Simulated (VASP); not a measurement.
# WS2 (P1) in VASP: further runs, part 2 of 2

VASP 6.6.1. Earlier steps stand in the parts before.

### 5 Single point, PBEsol (atom 3 (S) moved -0.600 Å towards its neighbour atom 3 (S) at 3.180 Å)

Contents of INCAR:

```
SYSTEM = WS2
PREC     = Accurate       ! precision mode
ENCUT    = 520            ! plane-wave cutoff, eV
EDIFF    = 1E-6           ! SCF threshold, eV
ISMEAR   = 0              ! smearing method
SIGMA    = 0.05           ! smearing width, eV
LREAL    = .FALSE.        ! projectors in reciprocal space
LASPH    = .TRUE.         ! aspherical terms in the spheres
NELM     = 60             ! most SCF steps
ALGO     = Normal         ! electronic algorithm
ISIF     = 2              ! what is computed and relaxed
LWAVE    = .FALSE.        ! write WAVECAR
LCHARG   = .FALSE.        ! write CHGCAR
GGA      = PS             ! functional
NBANDS   = 35             ! bands
```

Contents of KPOINTS:

```
regular mesh
0
G
  12 12 4
  0 0 0
```

Contents of POSCAR:

```
WS2
1.0
    3.1799996605      0.0000000000      0.0000000000
   -1.5899998303      2.7539604900      0.0000000000
    0.0000000000      0.0000000000     12.5000000000
W S
2 4
Direct
    0.3333333333      0.6666666667      0.2500000000
    0.6666666667      0.3333333333      0.7500000000
    0.5220125988      0.8553459321      0.6200000000
    0.6666666667      0.3333333333      0.1200000000
    0.3333333333      0.6666666667      0.8800000000
    0.6666666667      0.3333333333      0.3800000000
```

Potentials or basis: VASP PAW PBE potentials, release 64 (W_sv, S).

Started as:

```sh
cat potpaw_PBE.64/W_sv/POTCAR potpaw_PBE.64/S/POTCAR > POTCAR
mpirun -np 1 vasp_std > vasp.out
```

OUTCAR:

```text
SYSTEM = WS2
   PREC = Accurate
   ENCUT = 520
   EDIFF = 1E-6
   ISMEAR = 0
   LREAL = .FALSE.
   LASPH = .TRUE.
   NELM = 60
   ISIF = 2
   GGA = PS

 ion  position               nearest neighbor table
   1  0.333  0.667  0.250-   4 2.45   6 2.45   4 2.45   6 2.45   4 2.45   6 2.45
   2  0.667  0.333  0.750-   3 2.11   5 2.45   5 2.45   5 2.45   3 2.52   3 2.88
   3  0.522  0.855  0.620-   2 2.11   2 2.52   2 2.88
   4  0.667  0.333  0.120-   1 2.45   1 2.45   1 2.45
   5  0.333  0.667  0.880-   2 2.45   2 2.45   2 2.45
   6  0.667  0.333  0.380-   1 2.45   1 2.45   1 2.45

  LATTYP: Found a hexagonal cell.
 ALAT       =     3.1799996605
 C/A-ratio  =     3.9308180297

  Lattice vectors:

 A1 = (   3.1799996605,   0.0000000000,   0.0000000000)
 A2 = (  -1.5899998303,   2.7539604900,   0.0000000000)
 A3 = (   0.0000000000,   0.0000000000,  12.5000000000)

Analysis of symmetry for initial positions (statically):
=====================================================================
 Subroutine PRICEL returns:
 Original cell was already a primitive cell.

 Routine SETGRP: Setting up the symmetry group for a
 hexagonal supercell.

 Subroutine GETGRP returns: Found  1 space group operations
 (whereof  1 operations were pure point group operations)
 out of a pool of 24 trial point group operations.

The static configuration has the point symmetry C_1 .

Analysis of symmetry for dynamics (positions and initial velocities):
=====================================================================
 Subroutine PRICEL returns:
 Original cell was already a primitive cell.

 Routine SETGRP: Setting up the symmetry group for a
 hexagonal supercell.

 Subroutine GETGRP returns: Found  1 space group operations
 (whereof  1 operations were pure point group operations)
 out of a pool of 24 trial point group operations.

The dynamic configuration has the point symmetry C_1 .

[... 121 lines left out ...]
   ISMEAR =     0;   SIGMA  =   0.05  broadening in eV -4-tet -1-fermi 0-gaus
   EFERMI_NEDOS =   21; number of points for ismear=-14 and -15
   IALGO  =     38    algorithm
   IMIX   =      4    mixing-type and parameters
     AMIX     =   0.40;   BMIX     =  1.00
     AMIX_MAG =   1.60;   BMIX_MAG =  1.00
  volume/ion in A,a.u.               =      18.24       123.12
  Fermi-wavevector in a.u.,A,eV,Ry     =   1.277353  2.413848 22.199692  1.631631
  Thomas-Fermi vector in A             =   2.409958
   LORBIT       =      0    0 simple, 1 ext, 2 COOP (PROOUT), +10 PAW based schemes
   GGA     = PS    functional components
   LHFCALC =     F    Hartree Fock is set to
   AEXX    =    0.0000 exact exchange contribution
   IVDW    =     0    specifies the selected vdW correction
   LEPSILON=     F    determine dielectric tensor
   LRPA    =     F    only Hartree local field effects (RPA)
 non-spin polarized calculation
 Gauss-broadening in eV      SIGMA  =   0.05
  energy-cutoff  :      520.00
  volume of cell :      109.47
 maximum number of plane-waves:      2976
   NGX = 11   NGY = 11   NGZ = 47

 number of electron      52.0000006 magnetization

 Free energy of the ion-electron system (eV)
  ---------------------------------------------------
  ext. energy  EPLUGINS =         0.00000000
  ---------------------------------------------------
  free energy    TOTEN  =       -48.87497998 eV

  energy without entropy =      -48.87497998  energy(sigma->0) =      -48.87497998

 E-fermi :   7.0947     XC(G=0): -11.0174

 val. band max:        6.9260178977   @ k =   0.0000   0.0000   0.0000
 cond. band min:       7.2678335241   @ k =   0.0000   0.0000   0.5000
 fundamental gap:      0.3418156264
 Fermi energy:         7.0947390243

 k-point     1 :       0.0000    0.0000    0.0000
  band No.  band energies     occupation
      1     -67.6326      2.00000
      2     -67.5177      2.00000
      3     -31.8802      2.00000
      4     -31.8544      2.00000
      5     -31.6820      2.00000
      6     -31.6806      2.00000
[... 901 lines left out ...]
     34      10.6692      0.00000
     35      13.7096      0.00000

 [... further k-points ...]
[... 5 lines left out ...]
  --------------------------------------------------------------------------------------
  -------------------------------------------------------------------------------------
  Total       -3.8286320     -1.8252284     -1.5360521     -1.0236980      7.6561084      0.4173117
  in kB      -56.0350056    -26.7136359    -22.4813165    -14.9826160    112.0530963      6.1076818
  external PRESSURE =     -35.0766527 kB  Pullay stress =       0.0000000 kB

 VOLUME and BASIS-vectors are now :
 -----------------------------------------------------------------------------
  energy-cutoff  :      520.00
  volume of cell :      109.47
      direct lattice vectors                 reciprocal lattice vectors
     3.179999661  0.000000000  0.000000000     0.314465442  0.181556708  0.000000000
    -1.589999830  2.753960490  0.000000000     0.000000000  0.363113416  0.000000000
     0.000000000  0.000000000 12.500000000     0.000000000  0.000000000  0.080000000

 POSITION                                       TOTAL-FORCE (eV/Angst)
 -----------------------------------------------------------------------------------
     -0.00000      1.83597      3.12500         0.006176      0.027543      0.007299
      1.59000      0.91799      9.37500         1.061814      4.473232      3.603751
      0.30000      2.35559      7.75000        -0.695156     -4.717202     -2.458610
      1.59000      0.91799      1.50000        -0.000813     -0.009583      1.279509
     -0.00000      1.83597     11.00000        -0.381908      0.191589     -1.132355
      1.59000      0.91799      4.75000         0.009886      0.034422     -1.299593
 -----------------------------------------------------------------------------------
    total drift:                               -0.000081      0.000040      0.000008

  FREE ENERGIE OF THE ION-ELECTRON SYSTEM (eV)
  ---------------------------------------------------
  free  energy   TOTEN  =       -48.8749799811 eV

  energy  without entropy=      -48.8749799796  energy(sigma->0) =      -48.87497998
```

Wall time 23 min (1 thread of Oxide Virtual Turin-like, shared host); peak memory 0.82 GiB.

Results:

```yaml
Free_energy: -48.8750 eV
Pressure: -3.5 GPa
Largest_force: 5.842 eV/Å
Band_gap_on_the_k_mesh: 0.34 eV (least direct gap 0.35 eV)
```

Forces on the atoms (eV/Å):
```
W    0.006  0.028  0.007
W    1.062  4.473  3.604
S   -0.695 -4.717 -2.459
S   -0.001 -0.010  1.280
S   -0.382  0.192 -1.132
S    0.010  0.034 -1.300
```

Levels at points of the mesh, in eV from the valence-band top:
```csv
k point,band 23,band 24,band 25,band 26,band 27,band 28,band 29,band 30
"(0.00, 0.00, 0.00)",-1.47,-1.18,-0.46,0.00,0.35,1.67,2.32,2.32
"(0.50, 0.00, 0.00)",-1.82,-1.62,-1.46,-0.35,2.09,2.15,2.38,2.49
"(0.00, 0.50, 0.00)",-2.08,-1.64,-1.50,-0.84,2.19,2.38,2.54,2.87
"(0.50, 0.50, 0.00)",-2.36,-1.63,-1.52,-0.03,1.31,2.37,2.45,2.58
"(0.00, 0.00, 0.50)",-1.89,-0.68,-0.47,-0.03,0.34,1.67,2.32,2.33
"(0.50, 0.00, 0.50)",-1.78,-1.62,-1.52,-0.36,2.08,2.27,2.38,2.51
"(0.00, 0.50, 0.50)",-2.05,-1.63,-1.48,-0.85,2.20,2.38,2.69,2.72
"(0.50, 0.50, 0.50)",-2.36,-1.62,-1.51,-0.02,1.31,2.38,2.44,2.72
```

Caveat: the cell differs from its parent crystal (atom 3 (S) moved -0.600 Å towards its neighbour atom 3 (S) at 3.180 Å); the cell stands under tension; the PAW data sets were made with another functional, which shifts forces and pressure a little; spin-orbit coupling is left out, which moves the levels of the heavy elements. A k mesh can miss the band edges.

### 6 The runs side by side

```tsv
cell	gap on the mesh (eV)	pressure (GPa)	largest force (eV/Å)
as given, atomic positions A	0.58	-4.6	5.08
as given, atomic positions B	0.91	-7.3	2.79
as given, atomic positions C	0.92	-7.8	2.10
as given, atomic positions D	0.34	-3.5	5.84
```

Alike in all rows: task single point; level PBEsol; potentials or basis VASP PAW PBE potentials, release 64 (W_sv, S); no spin polarisation; k mesh 12 × 12 × 4; cutoff (eV) 520; smearing gaussian 0.05 eV.

Caveats: the cell stands under tension; the PAW data sets were made with another functional, which shifts forces and pressure a little; spin-orbit coupling is left out, which moves the levels of the heavy elements.

Absolute energies hang on the potentials; compare differences alone.
